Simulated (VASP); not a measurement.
# Au: relaxation of cell and atoms with PBEsol

Au:

```
Au
1.0
     0.00000    2.08564    2.08564
     2.08564    0.00000    2.08564
     2.08564    2.08564    0.00000
Au
1
Direct
  0.00000 0.00000 0.00000
```

```yaml
Program: VASP 6.6.1
Task: relaxation of cell and atoms
Functional: PBEsol
Potentials_or_basis: VASP PAW PBE potentials, release 64 (Au)
Cutoff: 600 eV
k_mesh: 8 × 8 × 8
Occupations: gaussian, width 0.1 eV
Spin: no spin polarisation
Dipole_correction: no
Further_INCAR_settings: ALGO = Normal; EDIFF = 1e-07; IBRION = 2; EDIFFG = -0.05; NSW = 100; ISIF = 3
```

The relaxed volume is 17.12 Å³/atom. The relaxed cell is a = 2.893 Å, b = 2.893 Å, c = 2.893 Å, α = 60.00°, β = 60.00°, γ = 60.00° and the space group after relaxing (to 0.05 Å) is Fm-3m (No. 225). The energy gained by relaxing is 30.6 meV/atom, the ionic steps are 3 and the pressure after relaxing is -0.2 GPa.

Step by step:
```
step  energy change (eV)  largest force (eV/Å)  pressure (GPa)  volume (Å³)
   1              0.0000                0.0000           -8.72        18.14
   2              0.0470                0.0000           19.30        15.67
   3             -0.0306                0.0000           -0.24        17.12
```

Final structure:
```xyz
1
Lattice="0.0000 2.0455 2.0455 2.0455 0.0000 2.0455 2.0455 2.0455 0.0000" Properties=species:S:1:pos:R:3 pbc="T T T"
Au    0.0000    0.0000    0.0000
```

Levels at points of the mesh, in eV from the Fermi level:
```csv
k point,band 4,band 5,band 6,band 7,band 8,band 9
"(0.00, 0.00, 0.00)",-4.59,-3.07,-3.07,14.57,18.54,18.54
"(0.50, 0.00, 0.00)",-1.87,-1.87,-0.94,3.10,14.01,17.12
"(0.50, 0.50, 0.00)",-1.55,-1.55,1.03,5.77,10.00,10.00
```

It took 8.4 s on 1 thread of Intel(R) Xeon(R) Platinum 8375C CPU @ 2.90GHz (Ice Lake), on a shared host, peak memory 0.15 GiB.

Caveat: the PAW data sets were made with another functional, which shifts forces and pressure a little; spin-orbit coupling is left out, which moves the levels of the heavy elements.
